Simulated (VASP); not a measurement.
Write the native input for VASP 6.6.1 that does the following.

```
Task                   : single point
Functional             : LDA
Potentials or basis    : VASP PAW LDA potentials, release 64 (Ge_d)
Cutoff                 : 520 eV
k mesh                 : 12 × 12 × 1
Occupations            : gaussian, width 0.1 eV
Spin                   : no spin polarisation
Dipole correction      : yes
Further INCAR settings : ALGO = Normal; EDIFF = 1e-06; NBANDS = 21
```

The structure of Ge lies in POSCAR:

```
Ge
1.0
    3.8950000000      0.0000000000      0.0000000000
   -1.9475000000      3.3731689477      0.0000000000
    0.0000000000      0.0000000000     28.0000000000
Ge
2
Direct
    0.3333333333      0.6666666667      0.5178571429
    0.6666666667      0.3333333333      0.4821428571
```

These files were run (other wordings do the same):

INCAR

```
SYSTEM = Ge
PREC = Accurate
ENCUT = 520
EDIFF = 1E-6
ISMEAR = 0
SIGMA = 0.1
LREAL = .FALSE.
LASPH = .TRUE.
NELM = 80
ALGO = Normal
ISIF = 2
LWAVE = .FALSE.
LCHARG = .FALSE.
LDIPOL = .TRUE.
IDIPOL = 3
DIPOL = 0.5 0.5 0.500
NBANDS = 21
```

KPOINTS

```
regular mesh
0
G
  12 12 1
  0 0 0
```

Potentials or basis: VASP PAW LDA potentials, release 64 (Ge_d).

Run with:

```sh
$ cat potpaw_LDA.64/Ge_d/POTCAR > POTCAR
$ mpirun -np 1 vasp_std > vasp.out
```

It gave:

* Largest force: 1.289 eV/Å
* Band gap on the k mesh: zero (band 14 reaches -2.99 eV, above the bottom of band 15 at -3.77 eV)

It took 4.1 min on 1 thread of Intel Xeon 6975P-C, with other jobs on the host, peak memory 0.39 GiB.
